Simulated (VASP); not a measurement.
# Pd (Fm-3m) in VASP: a series of runs

Pd is run at these levels: PBE; tasks: single point.

All numbers are computed with VASP 6.6.1; they aren't measurements. Logs are shortened: lines on timing, memory, paths and dates and some standing lists are left out, and cuts for length are marked.

### Step 1. The cell of the first run

Symmetry: Fm-3m, No. 225, cubic system. Conventional cell: a = 3.956 Å, b = 3.956 Å, c = 3.956 Å, α = 90.00°, β = 90.00°, γ = 90.00°. Within 3.7 Å of Pd (site symmetry m-3m) lie 12 Pd at 2.80 Å.

### Step 2. Single point, PBE

Contents of INCAR:

```
SYSTEM = Pd
PREC = Accurate
ENCUT = 500
EDIFF = 1E-6
ISMEAR = -1
SIGMA = 0.15
LREAL = .False.
LASPH = .True.
NELM = 120
ALGO = Normal
ISIF = 2
LWAVE = .False.
LCHARG = .False.
GGA = PE
NBANDS = 11
GGA_COMPAT = .False.
```

Contents of KPOINTS:

```
Automatic mesh
0
Gamma
  9 9 9
  0 0 0
```

Contents of POSCAR:

```
Pd
1.0
    0.0000000000      1.9782085091      1.9782085091
    1.9782085091      0.0000000000      1.9782085091
    1.9782085091      1.9782085091      0.0000000000
Pd
1
Direct
    0.0000000000      0.0000000000      0.0000000000
```

Potentials or basis: VASP PAW PBE potentials, release 64 (Pd).

On the command line:

```bash
$ cat potpaw_PBE.64/Pd/POTCAR > POTCAR
$ mpirun -np 1 vasp_std > vasp.out
```

OUTCAR:

```text
SYSTEM = Pd
   PREC = Accurate
   ENCUT = 500
   EDIFF = 1E-6
   ISMEAR = -1
   LREAL = .False.
   LASPH = .True.
   NELM = 120
   ISIF = 2
   GGA = PE

 ion  position               nearest neighbor table
   1  0.000  0.000  0.000-

  LATTYP: Found a face centered cubic cell.
 ALAT       =     3.9564170182

  Lattice vectors:

 A1 = (   0.0000000000,   1.9782085091,   1.9782085091)
 A2 = (   1.9782085091,   0.0000000000,   1.9782085091)
 A3 = (   1.9782085091,   1.9782085091,   0.0000000000)

Analysis of symmetry for initial positions (statically):
=====================================================================
 Subroutine PRICEL returns:
 Original cell was already a primitive cell.

 Routine SETGRP: Setting up the symmetry group for a
 face centered cubic supercell.

 Subroutine GETGRP returns: Found 48 space group operations
 (whereof 48 operations were pure point group operations)
 out of a pool of 48 trial point group operations.

The static configuration has the point symmetry O_h .

Analysis of symmetry for dynamics (positions and initial velocities):
=====================================================================
 Subroutine PRICEL returns:
 Original cell was already a primitive cell.

 Routine SETGRP: Setting up the symmetry group for a
 face centered cubic supercell.

 Subroutine GETGRP returns: Found 48 space group operations
 (whereof 48 operations were pure point group operations)
 out of a pool of 48 trial point group operations.

The dynamic configuration has the point symmetry O_h .

 Subroutine INISYM returns: Found 48 space group operations
 (whereof 48 operations are pure point group operations),
 and found     1 'primitive' translations

----------------------------------------------------------------------------------------

                                     Primitive cell

  volume of cell :      15.4827

  direct lattice vectors                    reciprocal lattice vectors
     0.000000000  1.978208509  1.978208509    -0.252753943  0.252753943  0.252753943
     1.978208509  0.000000000  1.978208509     0.252753943 -0.252753943  0.252753943
     1.978208509  1.978208509  0.000000000     0.252753943  0.252753943 -0.252753943

  length of vectors
     2.797609303  2.797609303  2.797609303     0.437782670  0.437782670  0.437782670

  position of ions in fractional coordinates (direct lattice)
     0.000000000  0.000000000  0.000000000

  ion indices of the primitive-cell ions
   primitive index   ion index
                 1           1

[... 74 lines left out ...]
   NSW    =      0    number of steps for IOM
   IBRION =     -1    ionic relax: 0-MD 1-quasi-New 2-CG
   NFREE  =      0    steps in history (QN), initial steepest desc. (CG)
   ISIF   =      2    stress and relaxation
   ISYM   =      2    0-nonsym 1-usesym 2-fastsym
   POTIM  = 0.5000    time-step for ionic-motion
   TEBEG  =    0.0;   TEEND  =   0.0 temperature during run
   PSTRESS=    0.0 pullay stress
   NELECT =      10.0000    total number of electrons
   NUPDOWN=      -1.0000    fix difference up-down
   EMIN   =  10.00;   EMAX   =-10.00  energy-range for DOS
   EFERMI =   0.00;   METHOD = LEGACY
   ISMEAR =    -1;   SIGMA  =   0.15  broadening in eV -4-tet -1-fermi 0-gaus
   EFERMI_NEDOS =   21; number of points for ismear=-14 and -15
   IALGO  =     38    algorithm
   IMIX   =      4    mixing-type and parameters
     AMIX     =   0.40;   BMIX     =  1.00
     AMIX_MAG =   1.60;   BMIX_MAG =  1.00
  volume/ion in A,a.u.               =      15.48       104.48
  Fermi-wavevector in a.u.,A,eV,Ry     =   1.415118  2.674186 27.246483  2.002560
  Thomas-Fermi vector in A             =   2.536590
   LORBIT       =      0    0 simple, 1 ext, 2 COOP (PROOUT), +10 PAW based schemes
   GGA     = PE    functional components
   LHFCALC =     F    Hartree Fock is set to
   AEXX    =    0.0000 exact exchange contribution
   IVDW    =     0    specifies the selected vdW correction
   LEPSILON=     F    determine dielectric tensor
   LRPA    =     F    only Hartree local field effects (RPA)
 non-spin polarized calculation
  energy-cutoff  :      500.00
  volume of cell :       15.48
 maximum number of plane-waves:       411
   NGX = 11   NGY = 11   NGZ = 11

 number of electron      10.0000000 magnetization

 number of electron       9.9999996 magnetization

 Free energy of the ion-electron system (eV)
  ---------------------------------------------------
  ext. energy  EPLUGINS =         0.00000000
  ---------------------------------------------------
  free energy    TOTEN  =        -5.29674201 eV

  energy without entropy =       -5.16770313  energy(sigma->0) =       -5.23222257

 E-fermi :   9.0087     XC(G=0): -12.8873

 val. band max:        8.9888769367   @ k =   0.4444   0.2222   0.0000
 cond. band min:       9.0190047098   @ k =   0.4444   0.3333   0.0000
 fundamental gap:      0.0301277731
 Fermi energy:         9.0087393315

 k-point     1 :       0.0000    0.0000    0.0000
  band No.  band energies     occupation
      1       2.2153      2.00000
      2       6.3485      2.00000
      3       6.3485      2.00000
      4       6.3485      2.00000
      5       7.8307      1.99922
      6       7.8307      1.99922
      7      26.1470      0.00000
      8      30.6443      0.00000
      9      30.6443      0.00000
     10      30.6443      0.00000
     11      35.2775      0.00000
[... 309 lines left out ...]
 k-point    24 :       0.4444    0.4444    0.0000
  band No.  band energies     occupation
      1       4.0481      2.00000
      2       4.3045      2.00000
      3       8.8762      1.41503
      4       9.1041      0.69249
      5       9.1041      0.69249
      6      11.6462      0.00000
      7      20.1338      0.00000
      8      22.2176      0.00000
      9      22.2176      0.00000
     10      29.7935      0.00000
     11      29.8587      0.00000

 [... further k-points ...]
[... 5 lines left out ...]
  --------------------------------------------------------------------------------------
  -------------------------------------------------------------------------------------
  Total       -0.1357097     -0.1357097     -0.1357097      0.0000000      0.0000000      0.0000000
  in kB      -14.0434988    -14.0434988    -14.0434988      0.0000000      0.0000000      0.0000000
  external PRESSURE =     -14.0434988 kB  Pullay stress =       0.0000000 kB

 VOLUME and BASIS-vectors are now :
 -----------------------------------------------------------------------------
  energy-cutoff  :      500.00
  volume of cell :       15.48
      direct lattice vectors                 reciprocal lattice vectors
     0.000000000  1.978208509  1.978208509    -0.252753943  0.252753943  0.252753943
     1.978208509  0.000000000  1.978208509     0.252753943 -0.252753943  0.252753943
     1.978208509  1.978208509  0.000000000     0.252753943  0.252753943 -0.252753943

 POSITION                                       TOTAL-FORCE (eV/Angst)
 -----------------------------------------------------------------------------------
      0.00000      0.00000      0.00000         0.000000      0.000000      0.000000
 -----------------------------------------------------------------------------------
    total drift:                               -0.000000     -0.000000     -0.000000

  FREE ENERGIE OF THE ION-ELECTRON SYSTEM (eV)
  ---------------------------------------------------
  free  energy   TOTEN  =        -5.2967420133 eV

  energy  without entropy=       -5.1677031345  energy(sigma->0) =       -5.23222257
```

It took 20 s on 1 thread of AMD EPYC 7R13, shared host; peak memory 0.09 GiB.

What came out:

* Free energy: -5.2967 eV
* Pressure: -1.4 GPa
* Band gap on the k mesh: zero (band 5 reaches 9.15 eV, above the bottom of band 6 at 7.78 eV)

Levels at points of the mesh, in eV from the Fermi level:
| k point | band 1 | band 2 | band 3 | band 4 | band 5 | band 6 | band 7 | band 8 | band 9 | band 10 |
| --- | --- | --- | --- | --- | --- | --- | --- | --- | --- | --- |
| (0.00, 0.00, 0.00) | -6.79 | -2.66 | -2.66 | -2.66 | -1.18 | -1.18 | 17.14 | 21.64 | 21.64 | 21.64 |

### Step 3. Single point, PBE

This run uses another cell than the first one, of 15.43 Å³/atom, 0.997 times its volume.

Contents of INCAR:

```
  PREC = Accurate
  ENCUT = 500
  EDIFF = 1E-6
  ISMEAR = -1
  SIGMA = 0.15
  LREAL = F
  LASPH = T
  NELM = 120
  ALGO = Normal
  ISIF = 2
  LWAVE = F
  LCHARG = F
  GGA = PE
  NBANDS = 11
  GGA_COMPAT = F
```

Contents of KPOINTS:

```
Automatic mesh
0
Gamma
  9 9 9
```

Contents of POSCAR:

```
Pd
1.0
    0.0000000000      1.9760580467      1.9760580467
    1.9760580467      0.0000000000      1.9760580467
    1.9760580467      1.9760580467      0.0000000000
Pd
1
Direct
    0.0000000000      0.0000000000      0.0000000000
```

Potentials or basis: VASP PAW PBE potentials, release 64 (Pd).

On the command line:

```bash
$ cat potpaw_PBE.64/Pd/POTCAR > POTCAR
$ mpirun -np 1 vasp_std > vasp.out
```

It took 16 s on 1 thread of AMD EPYC 7R13, shared host; peak memory 0.09 GiB.

Results (log left out):

```yaml
Free_energy: -5.2971 eV
Pressure: -0.9 GPa
Band_gap_on_the_k_mesh: zero (band 5 reaches 9.20 eV, above the bottom of band 6 at 7.82 eV)
```

Levels at points of the mesh, in eV from the Fermi level:
| k point | band 1 | band 2 | band 3 | band 4 | band 5 | band 6 | band 7 | band 8 | band 9 | band 10 |
| --- | --- | --- | --- | --- | --- | --- | --- | --- | --- | --- |
| (0.00, 0.00, 0.00) | -6.82 | -2.67 | -2.67 | -2.67 | -1.18 | -1.18 | 17.14 | 21.66 | 21.66 | 21.66 |

### Step 4. Single point, PBE

This run uses another cell than the first one, of 15.37 Å³/atom, 0.993 times its volume.

Contents of INCAR:

```
PREC     = Accurate       # precision mode
ENCUT    = 500            # plane-wave cutoff, eV
EDIFF    = 1E-6           # SCF threshold, eV
ISMEAR   = -1             # smearing method
SIGMA    = 0.15           # smearing width, eV
LREAL    = F              # projectors in reciprocal space
LASPH    = T              # aspherical terms in the spheres
NELM     = 120            # most SCF steps
ALGO     = Normal         # electronic algorithm
ISIF     = 2              # what is computed and relaxed
LWAVE    = F              # write WAVECAR
LCHARG   = T              # write CHGCAR
GGA      = PE             # functional
LELF     = T              # ELF
LVHAR    = T            
NBANDS   = 11             # bands
GGA_COMPAT= F
```

KPOINTS is that of step 3.

Contents of POSCAR:

```
Pd
1.0
    0.0000000000      1.9735995051      1.9735995051
    1.9735995051      0.0000000000      1.9735995051
    1.9735995051      1.9735995051      0.0000000000
Pd
1
Direct
    0.0000000000      0.0000000000      0.0000000000
```

On the command line:

```bash
$ cat potpaw_PBE.64/Pd/POTCAR > POTCAR
$ mpirun -np 1 vasp_std > vasp.out
```

Run time: 14 s. Hardware: 1 thread of AMD EPYC 7R13, shared host; peak memory 0.09 GiB.

It converged, with:

```
Free energy            : -5.2973 eV
Pressure               : -0.3 GPa
Band gap on the k mesh : zero (band 5 reaches 9.26 eV, above the bottom of band 6 at 7.88 eV)
```

Levels at points of the mesh, in eV from the Fermi level:
```tsv
k point	band 1	band 2	band 3	band 4	band 5	band 6	band 7	band 8	band 9	band 10
(0.00, 0.00, 0.00)	-6.85	-2.69	-2.69	-2.69	-1.19	-1.19	17.15	21.68	21.68	21.68
```

### Step 5. Overview

```csv
cell,gap on the mesh (eV),pressure (GPa)
"a = 2.798 Å, angles 60.0°, 1 atom",none,-1.4
"a = 2.795 Å, angles 60.0°, 1 atom",none,-0.9
"a = 2.791 Å, angles 60.0°, 1 atom",none,-0.3
```

Alike in all rows: task single point; level PBE; potentials or basis VASP PAW PBE potentials, release 64 (Pd); no spin polarisation; k mesh 9 × 9 × 9; cutoff (eV) 500; smearing fermi-dirac 0.15 eV.

Total energies depend on the potentials used, so only differences within one code and one set of settings carry meaning.
